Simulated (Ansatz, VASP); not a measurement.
**LaNb2N2 in VASP and in Ansatz**

File INCAR:

```
SYSTEM = LaNb2N2
ALGO = Normal
EDIFF = 1E-6
EDIFFG = -0.04
ENCUT = 600
GGA = PE
IBRION = 2
ISIF = 3
ISMEAR = 0
LASPH = .True.
LCHARG = .False.
LREAL = .False.
LWAVE = .False.
NELM = 60
NSW = 90
PREC = Accurate
SIGMA = 0.1
```

File KPOINTS:

```
k-points
0
Gamma
  6 6 4
  0 0 0
```

File POSCAR:

```
LaNb2N2
1.0
    3.8056112300      0.0000000000      0.0000000000
   -1.9028056200      3.2957560000      0.0000000000
    0.0000000000      0.0000000000      6.6531006900
La Nb N
1 2 2
Direct
    0.0000000000      0.0000000000      0.5000000000
    0.3333333300      0.6666666700      0.0000000000
    0.6666666700      0.3333333300      0.0000000000
    0.0000000000      0.0000000000      0.8798104200
    0.0000000000      0.0000000000      0.1201895800
```

Input for Ansatz:

```yaml
crystal:
  lattice:
    - [3.80561123, 0.0, 0.0]
    - [-1.90280562, 3.295756, 0.0]
    - [0.0, 0.0, 6.65310069]
  atoms:
    - { symbol: La, position: [0.0, 0.0, 0.5] }
    - { symbol: Nb, position: [0.33333333, 0.66666667, 0.0] }
    - { symbol: Nb, position: [0.66666667, 0.33333333, 0.0] }
    - { symbol: "N", position: [0.0, 0.0, 0.87981042] }
    - { symbol: "N", position: [0.0, 0.0, 0.12018958] }
basis:
  ecutwfc: 420
kpoints:
  mp_grid: { grid: [6, 6, 4] }
hamiltonian:
  xc: pbe
scf:
  occupations: { method: gaussian, width: 0.1 }
  lower_state_search: "off"
output:
  forces: true
  stress: true
  eigenvalues: true
relax:
  adjacent_minimum: "off"
  f_tol: 0.04
  max_steps: 70
  cell: { stress_tol: 0.4 }
```

Alike in both runs: task relaxation of cell and atoms; functional PBE; k mesh 6 × 6 × 4; occupations gaussian, width 0.1 eV; no spin polarisation.

```csv
,VASP,Ansatz
version,VASP 6.6.1,Ansatz 0.2.0
potentials or method,"VASP PAW PBE potentials, release 64 (La, Nb_sv, N), cutoff 600 eV","scalar-relativistic, plane waves, PAW"
valence electrons in the cell,47,47
```

|  | VASP | Ansatz | Ansatz less VASP |
| --- | --- | --- | --- |
| gap on the k mesh at the Fermi level, each at its own relaxed structure (eV) | none | none | - |
| relaxed volume (Å³/atom) | 19.51 | 19.53 | +0.024 |
| relaxed cell length with the largest relative difference (Å) | 5.986 | 5.993 | +0.0070 |

A gap of «none» marks a metal or a gap that the smearing closes.

Spin-orbit coupling is off throughout. Noted on VASP's run: the volume moved by over 15 % at a fixed basis, so the end points are rough.
